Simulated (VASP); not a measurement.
# Ag (R-3m) in VASP: single point with r2SCAN

Aim: the single point of Ag with r2SCAN.

Everything below comes from runs of VASP 6.6.1. Logs are shortened: lines on timing, memory, paths and dates and some standing lists are left out, and cuts for length are marked.

### 1 The cell of the first run

It takes space group R-3m (No. 166, trigonal). The conventional cell has a = 3.903 Å, b = 3.903 Å, c = 10.169 Å, α = 90.00°, β = 90.00°, γ = 120.00°. Ag (site symmetry 3m) has 6 Ag at 2.64 to 3.03 Å within 3.5 Å.

### 2 Single point, r2SCAN

Input file POSCAR:

```
Ag
1.0
    1.9517080000      3.3804530000      0.0000000000
   -1.9517080000      3.3804530000      0.0000000000
    0.0000000000     -2.2536350000      3.3895590000
Ag
2
Direct
    0.2340000000      0.2340000000      0.7020000000
    0.7660000000      0.7660000000      0.2980000000
```

Input file INCAR.step1:

```
SYSTEM = Ag
PREC = Accurate ; ENCUT = 520
ISMEAR = 0 ; SIGMA = 0.0318
LREAL = .False. ; LASPH = .True.
NELM = 100 ; NBANDS = 18
GGA = PE ; ALGO = Normal
EDIFF = 1E-4 ; LWAVE = .True.
LCHARG = .False.
```

Input file INCAR.step2:

```
SYSTEM = Ag
PREC = Accurate ; ENCUT = 520
EDIFF = 1E-7 ; ISMEAR = 0
SIGMA = 0.0318 ; LREAL = .False.
LASPH = .True. ; NELM = 100
ALGO = Normal ; ISIF = 2
LWAVE = .False. ; LCHARG = .False.
METAGGA = R2SCAN ; LMIXTAU = .True.
NBANDS = 18 ; ISTART = 1
```

Input file KPOINTS:

```
regular mesh
0
Gamma
  8 8 8
  0 0 0
```

Potentials or basis: VASP PAW PBE potentials, release 64 (Ag).

Launch:

```bash
$ cat potpaw_PBE.64/Ag/POTCAR > POTCAR
$ cp INCAR.step1 INCAR
$ mpirun -np 1 vasp_std > vasp.out
$ cp INCAR.step2 INCAR
$ mpirun -np 1 vasp_std > vasp.out
```

OUTCAR:

```text
SYSTEM = Ag
   PREC = Accurate
   ENCUT = 520
   EDIFF = 1E-7
   ISMEAR = 0
   LREAL = .False.
   LASPH = .True.
   NELM = 100
   ISIF = 2
   METAGGA = R2SCAN
   ISTART = 1

 ion  position               nearest neighbor table
   1  0.234  0.234  0.702-   2 2.64   2 2.64   2 2.64   2 3.03   2 3.03   2 3.03
   2  0.766  0.766  0.298-   1 2.64   1 2.64   1 2.64   1 3.03   1 3.03   1 3.03

  LATTYP: Found a trigonal (rhomboedric) cell.
 ALAT       =     4.0703799745
 COS(alpha) =     0.5401779702

  Lattice vectors:

 A1 = (   1.9517080000,   1.1268180000,   3.3895590000)
 A2 = (  -1.9517080000,   1.1268180000,   3.3895590000)
 A3 = (   0.0000000000,  -2.2536350000,   3.3895590000)

Analysis of symmetry for initial positions (statically):
=====================================================================
 Subroutine PRICEL returns:
 Original cell was already a primitive cell.

 Routine SETGRP: Setting up the symmetry group for a
 trigonal (rhombohedral) supercell.

 Subroutine GETGRP returns: Found 12 space group operations
 (whereof 12 operations were pure point group operations)
 out of a pool of 12 trial point group operations.

The static configuration has the point symmetry D_3d.

Analysis of symmetry for dynamics (positions and initial velocities):
=====================================================================
 Subroutine PRICEL returns:
 Original cell was already a primitive cell.

 Routine SETGRP: Setting up the symmetry group for a
 trigonal (rhombohedral) supercell.

 Subroutine GETGRP returns: Found 12 space group operations
 (whereof 12 operations were pure point group operations)
 out of a pool of 12 trial point group operations.

The dynamic configuration has the point symmetry D_3d.

 Subroutine INISYM returns: Found 12 space group operations
 (whereof 12 operations are pure point group operations),
 and found     1 'primitive' translations

----------------------------------------------------------------------------------------

                                     Primitive cell

  volume of cell :      44.7263

  direct lattice vectors                    reciprocal lattice vectors
     1.951708000  3.380453000  0.000000000     0.256185864  0.147909171  0.098341195
    -1.951708000  3.380453000  0.000000000    -0.256185864  0.147909171  0.098341195
     0.000000000 -2.253635000  3.389559000     0.000000000  0.000000000  0.295023630

  length of vectors
     3.903412174  3.903412174  4.070378475     0.311735963  0.311735963  0.295023630

  position of ions in fractional coordinates (direct lattice)
     0.234000000  0.234000000  0.702000000
     0.766000000  0.766000000  0.298000000

  ion indices of the primitive-cell ions
   primitive index   ion index
                 1           1
                 2           2

----------------------------------------------------------------------------------------

 KPOINTS: regular mesh

Automatic generation of k-mesh.
 Grid dimensions read from file:
 generate k-points for:    8    8    8

 Generating k-lattice:

  Cartesian coordinates                     Fractional coordinates (reciprocal lattice)
     0.032023233  0.018488646  0.012292649     0.125000000 -0.000000000  0.000000000
    -0.032023233  0.018488646  0.012292649    -0.000000000  0.125000000  0.000000000
     0.000000000  0.000000000  0.036877954     0.000000000  0.000000000  0.125000000

  Length of vectors
     0.038966995  0.038966995  0.036877954

  Shift w.r.t. Gamma in fractional coordinates (k-lattice)
     0.000000000  0.000000000  0.000000000

 Subroutine IBZKPT returns following result:
 ===========================================

 Found     65 irreducible k-points:

 Following reciprocal coordinates:
            Coordinates               Weight
  0.000000  0.000000  0.000000      1.000000
  0.125000 -0.000000  0.000000      6.000000
  0.250000 -0.000000  0.000000      6.000000
  0.375000  0.000000  0.000000      6.000000
  0.500000 -0.000000  0.000000      3.000000
  0.125000  0.125000  0.000000      6.000000
[... 16 lines left out ...]
  0.125000 -0.000000  0.125000      6.000000
  0.250000 -0.000000  0.125000      6.000000
 [... further k-points ...]
   k-points           NKPTS =     65   k-points in BZ     NKDIM =     65   number of bands    NBANDS=     18
   number of dos      NEDOS =    301   number of ions     NIONS =      2
   total plane-waves  NPLWV =  27000
   dimension x,y,z NGX =    30 NGY =   30 NGZ =   30
   dimension x,y,z NGXF=    60 NGYF=   60 NGZF=   60
   ions per type =               2
   NGX,Y,Z   is equivalent  to a cutoff of  12.78, 12.78, 12.25 a.u.
   NGXF,Y,Z  is equivalent  to a cutoff of  25.55, 25.55, 24.51 a.u.
 SYSTEM =  Ag
   PREC   = accura    normal or accurate (medium, high low for compatibility)
   ISTART =      1    job   : 0-new  1-cont  2-samecut
   ICHARG =      0    charge: 1-file 2-atom 10-const
   ISPIN  =      1    spin polarized calculation?
   LNONCOLLINEAR =      F non collinear calculations
   LSORBIT =      F    spin-orbit coupling
   LASPH  =      T    aspherical Exc in radial PAW
   ENCUT  =  520.0 eV  38.22 Ry    6.18 a.u.   7.26  7.26  7.57*2*pi/ulx,y,z
   NELM   =    100;   NELMIN=  2; NELMDL=  0     # of ELM steps
   EDIFF  = 0.1E-06   stopping-criterion for ELM
   LREAL  =      F    real-space projection
   EDIFFG = 0.1E-05   stopping-criterion for IOM
   NSW    =      0    number of steps for IOM
   IBRION =     -1    ionic relax: 0-MD 1-quasi-New 2-CG
   NFREE  =      0    steps in history (QN), initial steepest desc. (CG)
   ISIF   =      2    stress and relaxation
   ISYM   =      2    0-nonsym 1-usesym 2-fastsym
   POTIM  = 0.5000    time-step for ionic-motion
   TEBEG  =    0.0;   TEEND  =   0.0 temperature during run
   PSTRESS=    0.0 pullay stress
   NELECT =      22.0000    total number of electrons
   NUPDOWN=      -1.0000    fix difference up-down
   EMIN   =  10.00;   EMAX   =-10.00  energy-range for DOS
   EFERMI =   0.00;   METHOD = LEGACY
   ISMEAR =     0;   SIGMA  =   0.03  broadening in eV -4-tet -1-fermi 0-gaus
   EFERMI_NEDOS =   21; number of points for ismear=-14 and -15
   IALGO  =     38    algorithm
   IMIX   =      4    mixing-type and parameters
     AMIX     =   0.40;   BMIX     =  1.00
     AMIX_MAG =   1.60;   BMIX_MAG =  1.00
  volume/ion in A,a.u.               =      22.36       150.91
  Fermi-wavevector in a.u.,A,eV,Ry     =   1.292294  2.442082 22.722062  1.670024
  Thomas-Fermi vector in A             =   2.424011
   LORBIT       =      0    0 simple, 1 ext, 2 COOP (PROOUT), +10 PAW based schemes
   METAGGA = R2SCAN    functional components
   LHFCALC =     F    Hartree Fock is set to
   AEXX    =    0.0000 exact exchange contribution
   IVDW    =     0    specifies the selected vdW correction
   LEPSILON=     F    determine dielectric tensor
   LRPA    =     F    only Hartree local field effects (RPA)
 non-spin polarized calculation
 Gauss-broadening in eV      SIGMA  =   0.03
  energy-cutoff  :      520.00
  volume of cell :       44.73
 maximum number of plane-waves:      1221
 NGX is ok and might be reduce to    30
   NGX = 15   NGY = 15   NGZ = 15

 number of electron      22.0000000 magnetization

 Free energy of the ion-electron system (eV)
  ---------------------------------------------------
  ext. energy  EPLUGINS =         0.00000000
  ---------------------------------------------------
  free energy    TOTEN  =       -41.75078749 eV

  energy without entropy =      -41.75052366  energy(sigma->0) =      -41.75065558

 E-fermi :   5.1944     XC(G=0): -11.1050

 val. band max:        5.0418452536   @ k =   0.5000   0.1250   0.0000
 cond. band min:       5.2161709799   @ k =  -0.3750   0.3750   0.1250
 fundamental gap:      0.1743257263
 Fermi energy:         5.1944029614

 k-point     1 :       0.0000    0.0000    0.0000
  band No.  band energies     occupation
      1      -0.9073      2.00000
      2      -0.6015      2.00000
      3      -0.6015      2.00000
      4      -0.1062      2.00000
      5      -0.1062      2.00000
      6      -0.0954      2.00000
[... 10 lines left out ...]
     17      19.0130      0.00000
     18      19.1891      0.00000

 k-point     2 :       0.1250   -0.0000    0.0000
  band No.  band energies     occupation
      1      -0.6467      2.00000
      2      -0.5418      2.00000
      3      -0.5244      2.00000
      4      -0.0785      2.00000
      5      -0.0052      2.00000
      6       0.0052      2.00000
[... 10 lines left out ...]
     17      18.3985      0.00000
     18      18.4937      0.00000

 k-point     3 :       0.2500   -0.0000    0.0000
  band No.  band energies     occupation
      1      -0.3574      2.00000
      2      -0.2967      2.00000
      3       0.0197      2.00000
      4       0.0637      2.00000
      5       0.2694      2.00000
      6       0.2736      2.00000
[... 10 lines left out ...]
     17      17.2273      0.00000
     18      17.3647      0.00000

 k-point     4 :       0.3750    0.0000    0.0000
  band No.  band energies     occupation
      1      -0.0539      2.00000
      2       0.0504      2.00000
      3       0.2052      2.00000
      4       0.4996      2.00000
      5       0.6237      2.00000
      6       0.8231      2.00000
[... 375 lines left out ...]
      4      -0.0598      2.00000
      5      -0.0340      2.00000
      6      -0.0340      2.00000
[... 10 lines left out ...]
     17      18.5959      0.00000
     18      18.5959      0.00000

 k-point    23 :       0.1250   -0.0000    0.1250
  band No.  band energies     occupation
      1      -0.5458      2.00000
      2      -0.3428      2.00000
      3      -0.2335      2.00000
      4      -0.0228      2.00000
      5       0.0725      2.00000
      6       0.1664      2.00000
[... 10 lines left out ...]
     17      17.0914      0.00000
     18      19.5946      0.00000

 k-point    24 :       0.2500   -0.0000    0.1250
  band No.  band energies     occupation
      1      -0.3880      2.00000
      2      -0.0395      2.00000
      3       0.1019      2.00000
      4       0.3386      2.00000
      5       0.3696      2.00000
      6       0.5457      2.00000
[... 10 lines left out ...]
     17      17.0006      0.00000
     18      19.5905      0.00000

 [... further k-points ...]
[... 5 lines left out ...]
  --------------------------------------------------------------------------------------
  -------------------------------------------------------------------------------------
  Total       -0.7009241     -0.7009223     -1.3683111      0.0000000     -0.0000001      0.0000000
  in kB      -25.1083784    -25.1083128    -49.0153953      0.0000000     -0.0000048      0.0000000
  external PRESSURE =     -33.0773622 kB  Pullay stress =       0.0000000 kB

 VOLUME and BASIS-vectors are now :
 -----------------------------------------------------------------------------
  energy-cutoff  :      520.00
  volume of cell :       44.73
      direct lattice vectors                 reciprocal lattice vectors
     1.951708000  3.380453000  0.000000000     0.256185864  0.147909171  0.098341195
    -1.951708000  3.380453000  0.000000000    -0.256185864  0.147909171  0.098341195
     0.000000000 -2.253635000  3.389559000     0.000000000  0.000000000  0.295023630

 POSITION                                       TOTAL-FORCE (eV/Angst)
 -----------------------------------------------------------------------------------
      0.00000      0.00000      2.37947         0.000000      0.000000      1.206418
      0.00000      4.50727      1.01009         0.000000     -0.000000     -1.206418
 -----------------------------------------------------------------------------------
    total drift:                                0.000000      0.000000     -0.000000

  FREE ENERGIE OF THE ION-ELECTRON SYSTEM (eV)
  ---------------------------------------------------
  free  energy   TOTEN  =       -41.7507874906 eV

  energy  without entropy=      -41.7505236639  energy(sigma->0) =      -41.75065558
```

Run time: 3 min. Hardware: 1 thread of Intel Xeon 8259CL, shared host; peak memory 0.19 GiB.

Results:

| Item | Value |
| --- | --- |
| Free energy | -41.7508 eV |
| Pressure | -3.3 GPa |
| Largest force | 1.206 eV/Å |
| Band gap on the k mesh | zero (bands 11 and 12 overlap by 2.78 eV) |

Forces on the atoms (eV/Å):
```
Ag   0.000  0.000  1.206
Ag   0.000  0.000 -1.206
```

Stress tensor (GPa, compression positive):
```
-2.51  0.00  0.00
 0.00 -2.51  0.00
 0.00  0.00 -4.90
```

Levels at points of the mesh, in eV from the Fermi level:
```tsv
k point	band 8	band 9	band 10	band 11	band 12	band 13	band 14	band 15
(0.00, 0.00, 0.00)	-3.12	-3.12	-2.44	-2.44	7.79	8.84	8.84	10.66
(0.50, 0.00, 0.00)	-4.06	-3.54	-3.49	-1.17	-1.15	8.17	8.90	9.89
(0.50, 0.50, 0.00)	-3.88	-3.12	-2.49	-0.27	1.24	3.79	4.33	6.66
(0.00, 0.00, 0.50)	-3.75	-3.58	-3.58	-1.63	-1.58	9.94	9.94	10.54
```

Caveat: the cell stands under tension; the PAW data sets were made with another functional, which shifts forces and pressure a little.
